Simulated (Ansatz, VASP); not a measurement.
**K in VASP and in Ansatz**

POSCAR

```
K
1.0
    4.3597733875      0.0000000000      0.0000000000
    0.0000000000      4.3597733875      0.0000000000
    0.0000000000      0.0000000000      3.5392640360
K
1
Direct
    0.0000000000      0.0000000000      0.0000000000
```

The input INCAR.step1:

```
SYSTEM = K
PREC = Accurate ; ENCUT = 520
ISMEAR = 0 ; SIGMA = 0.15
LREAL = .FALSE. ; LASPH = .TRUE.
NELM = 80 ; NBANDS = 10
GGA = PE ; ALGO = Normal
EDIFF = 1E-4 ; LWAVE = .TRUE.
LCHARG = .FALSE.
```

The input INCAR.step2:

```
SYSTEM = K
PREC = Accurate ; ENCUT = 520
EDIFF = 1E-6 ; ISMEAR = 0
SIGMA = 0.15 ; LREAL = .FALSE.
LASPH = .TRUE. ; NELM = 80
ALGO = Normal ; ISIF = 2
LWAVE = .FALSE. ; LCHARG = .FALSE.
METAGGA = R2SCAN ; LMIXTAU = .TRUE.
NBANDS = 10 ; ISTART = 1
```

The input KPOINTS:

```
Automatic mesh
0
G
  12 12 12
  0 0 0
```

Input for Ansatz:

```yaml
crystal:
  lattice:
    - [4.3597733875, 0.0, 0.0]
    - [0.0, 4.3597733875, 0.0]
    - [0.0, 0.0, 3.539264036]
  atoms:
    - { symbol: K, position: [0.0, 0.0, 0.0] }
basis:
  ecutwfc: 500
kpoints:
  mp_grid: { grid: [12, 12, 12] }
hamiltonian:
  xc: r2scan
scf:
  occupations: { method: gaussian, width: 0.15 }
output:
  forces: true
  stress: true
  eigenvalues: true
```

Alike in both runs: task single point; functional r2SCAN; k mesh 12 × 12 × 12; occupations gaussian, width 0.15 eV; no spin polarisation.

|  | VASP | Ansatz |
| --- | --- | --- |
| version | VASP 6.6.1 | Ansatz 0.2.0 |
| potentials or method | VASP PAW PBE potentials, release 64 (K_sv), cutoff 520 eV | scalar-relativistic, plane waves, PAW |
| valence electrons in the cell | 9 | 9 |

|  | VASP | Ansatz | Ansatz less VASP |
| --- | --- | --- | --- |
| gap on the k mesh at the Fermi level (eV) | none | none | - |
| pressure (GPa) | 0.8 | 0.8 | +0.02 |
| traceless stress, the component that is largest in VASP (GPa) | 1.93 | 1.92 | -0.007 |

VASP's potentials were made for PBE, not for r2SCAN. A gap of «none» marks a metal or a gap that the smearing closes.
